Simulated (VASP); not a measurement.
# ZnSe (Stilleite) (F-43m) in VASP: further runs, part 2 of 2

VASP 6.6.1. The steps go on from the part before.

### Step 6. Single point, PBEsol

The input, INCAR:

```
SYSTEM = ZnSe
ALGO = Normal
EDIFF = 1E-6
ENCUT = 500
GGA = PS
GGA_COMPAT = .FALSE.
ISIF = 2
ISMEAR = 0
LASPH = .TRUE.
LCHARG = .FALSE.
LREAL = .FALSE.
LWAVE = .FALSE.
NBANDS = 16
NELM = 120
PREC = Accurate
SIGMA = 0.02
```

The input, KPOINTS:

```
k-points
0
G
  6 6 6
  0 0 0
```

The input, POSCAR:

```
ZnSe
1.0
    0.0000000000      2.8166002470      2.8166002470
    2.8166002470      0.0000000000      2.8166002470
    2.8166002470      2.8166002470      0.0000000000
Zn Se
1 1
Direct
    0.0000000000      0.0000000000      0.0000000000
    0.2500000000      0.2500000000      0.2500000000
```

Potentials or basis: VASP PAW PBE potentials, release 64 (Zn, Se).

On the command line:

```console
$ cat potpaw_PBE.64/Zn/POTCAR potpaw_PBE.64/Se/POTCAR > POTCAR
$ mpirun -np 1 vasp_std > vasp.out
```

OUTCAR:

```text
SYSTEM = ZnSe
   EDIFF = 1E-6
   ENCUT = 500
   GGA = PS
   ISIF = 2
   ISMEAR = 0
   LASPH = .TRUE.
   LREAL = .FALSE.
   NELM = 120
   PREC = Accurate

 ion  position               nearest neighbor table
   1  0.000  0.000  0.000-   2 2.44   2 2.44   2 2.44   2 2.44
   2  0.250  0.250  0.250-   1 2.44   1 2.44   1 2.44   1 2.44

  LATTYP: Found a face centered cubic cell.
 ALAT       =     5.6332004940

  Lattice vectors:

 A1 = (   0.0000000000,   2.8166002470,   2.8166002470)
 A2 = (   2.8166002470,   0.0000000000,   2.8166002470)
 A3 = (   2.8166002470,   2.8166002470,   0.0000000000)

Analysis of symmetry for initial positions (statically):
=====================================================================
 Subroutine PRICEL returns:
 Original cell was already a primitive cell.

 Routine SETGRP: Setting up the symmetry group for a
 face centered cubic supercell.

 Subroutine GETGRP returns: Found 24 space group operations
 (whereof 24 operations were pure point group operations)
 out of a pool of 48 trial point group operations.

The static configuration has the point symmetry T_d .

Analysis of symmetry for dynamics (positions and initial velocities):
[... 152 lines left out ...]

 val. band max:        1.6500624304   @ k =   0.0000   0.0000   0.0000
 cond. band min:       2.8917084063   @ k =   0.0000   0.0000   0.0000
 fundamental gap:      1.2416459759
 Fermi energy:         1.7915010544

 k-point     1 :       0.0000    0.0000    0.0000
  band No.  band energies     occupation
      1     -11.7551      2.00000
      2      -4.9786      2.00000
      3      -4.9786      2.00000
      4      -4.9786      2.00000
      5      -4.5906      2.00000
      6      -4.5906      2.00000
[... 281 lines left out ...]
      3      -4.7514      2.00000
      4      -4.6775      2.00000
      5      -4.5762      2.00000
      6      -4.3063      2.00000
[... 8 lines left out ...]
     15      15.4717      0.00000
     16      15.8054      0.00000

------------------------ aborting loop because EDIFF is reached ----------------------------------------

  FORCE on cell =-STRESS in cart. coord.  units (eV):
  Direction    XX          YY          ZZ          XY          YZ          ZX
  --------------------------------------------------------------------------------------
  -------------------------------------------------------------------------------------
  Total        0.0831764      0.0831764      0.0831764      0.0000000      0.0000000      0.0000000
  in kB        2.9819808      2.9819808      2.9819808      0.0000000      0.0000000      0.0000000
  external PRESSURE =       2.9819808 kB  Pullay stress =       0.0000000 kB

 VOLUME and BASIS-vectors are now :
 -----------------------------------------------------------------------------
  energy-cutoff  :      500.00
  volume of cell :       44.69
      direct lattice vectors                 reciprocal lattice vectors
     0.000000000  2.816600247  2.816600247    -0.177518979  0.177518979  0.177518979
     2.816600247  0.000000000  2.816600247     0.177518979 -0.177518979  0.177518979
     2.816600247  2.816600247  0.000000000     0.177518979  0.177518979 -0.177518979

 POSITION                                       TOTAL-FORCE (eV/Angst)
 -----------------------------------------------------------------------------------
      0.00000      0.00000      0.00000        -0.000000     -0.000000     -0.000000
      1.40830      1.40830      1.40830         0.000000      0.000000      0.000000
 -----------------------------------------------------------------------------------
    total drift:                               -0.000000     -0.000000      0.000000

  FREE ENERGIE OF THE ION-ELECTRON SYSTEM (eV)
  ---------------------------------------------------
  free  energy   TOTEN  =        -6.7671684313 eV

  energy  without entropy=       -6.7671684313  energy(sigma->0) =       -6.76716843
```

Wall time 24 s (1 thread of Intel Xeon 8259CL, shared host); peak memory 0.17 GiB.

What came out:

| Property | Result |
| --- | --- |
| Free energy | -6.7672 eV |
| Pressure | 0.3 GPa |
| Band gap on the k mesh | 1.24 eV, direct |

Levels at points of the mesh, in eV from the valence-band top:
```
           k point  band 7  band 8  band 9  band 10  band 11  band 12
(0.00, 0.00, 0.00)    0.00    0.00    0.00     1.24     5.72     5.72
(0.50, 0.00, 0.00)   -5.40   -0.90   -0.90     2.47     6.30     6.30
(0.50, 0.50, 0.00)   -4.87   -2.28   -2.28     2.79     3.37    10.74
```

Caveat: the PAW data sets were made with another functional, which shifts forces and pressure a little.

### Step 7. Summary

| task | level | potentials or basis | cell | k mesh | cutoff (eV) | smearing | gap on the mesh (eV) | pressure (GPa) |
| --- | --- | --- | --- | --- | --- | --- | --- | --- |
| single point | LDA | VASP PAW LDA potentials, release 64 (Zn, Se) | a = 3.983 Å, angles 60.0°, 2 atoms | 8 × 8 × 8 | 520 | gaussian 0.02 eV | 1.14 | -2.0 |
| single point | PBEsol | VASP PAW PBE potentials, release 64 (Zn, Se) | a = 3.983 Å, angles 60.0°, 2 atoms | 8 × 8 × 8 | 520 | gaussian 0.02 eV | 1.24 | 0.3 |
| single point | PBEsol | VASP PAW PBE potentials, release 64 (Zn, Se) | a = 3.983 Å, angles 60.0°, 2 atoms | 8 × 8 × 8 | 520 | gaussian 0.01 eV | 1.24 | 0.3 |
| relaxation of cell and atoms | PBEsol | VASP PAW PBE potentials, release 64 (Zn, Se) | relaxed from a = 3.983 Å, angles 60.0°, 2 atoms | 8 × 8 × 8 | 600 | gaussian 0.01 eV | 1.23 | 0.0 |
| single point | PBEsol | VASP PAW PBE potentials, release 64 (Zn, Se) | a = 3.983 Å, angles 60.0°, 2 atoms | 6 × 6 × 6 | 500 | gaussian 0.02 eV | 1.24 | 0.3 |

Alike in all rows: no spin polarisation.

Caveats: the PAW data sets were made with another functional, which shifts forces and pressure a little (some runs).

Total energies depend on the potentials used, so only differences within one code and one set of settings carry meaning.

### Step 8. Comparison with measurements

Step 2. Against the measured gap of ZnSe, 2.695 eV (an exciton energy, a little under the gap; 300 K; “Alloy Disordering Effects on the Thermal Conductivity and Energy Gap Temperature Dependence of Cd1−xZnxSe Ternary Crystals Grown by the Bridgman Method”, 2023, pmc:10253836), the calculated 1.14 eV is off by -1.55 eV. So large a miss can be the level of theory's own, or it may mean another phase, state or a wrong row. Spin-orbit coupling on Se is left out. The value is that of LDA, without temperature or zero-point motion. Semilocal functionals fall short of measured gaps as a rule.

Step 3. A measured gap of ZnSe is 2.695 eV (an exciton energy, a little under the gap; 300 K; “Alloy Disordering Effects on the Thermal Conductivity and Energy Gap Temperature Dependence of Cd1−xZnxSe Ternary Crystals Grown by the Bridgman Method”, 2023, pmc:10253836); the calculated 1.24 eV misses it by -1.45 eV. So large a miss can be the level of theory's own, or it may mean another phase, state or a wrong row. Spin-orbit coupling on Se is left out. The value is that of PBEsol, without temperature or zero-point motion. Semilocal functionals fall short of measured gaps as a rule.

Step 6. Measured gap of ZnSe: 2.695 eV (an exciton energy, a little under the gap; 300 K; “Alloy Disordering Effects on the Thermal Conductivity and Energy Gap Temperature Dependence of Cd1−xZnxSe Ternary Crystals Grown by the Bridgman Method”, 2023, pmc:10253836). This calculation gives 1.24 eV (-1.45 eV). So large a miss can be the level of theory's own, or it may mean another phase, state or a wrong row. Spin-orbit coupling on Se is left out. The value is that of PBEsol, without temperature or zero-point motion. Semilocal functionals fall short of measured gaps as a rule.
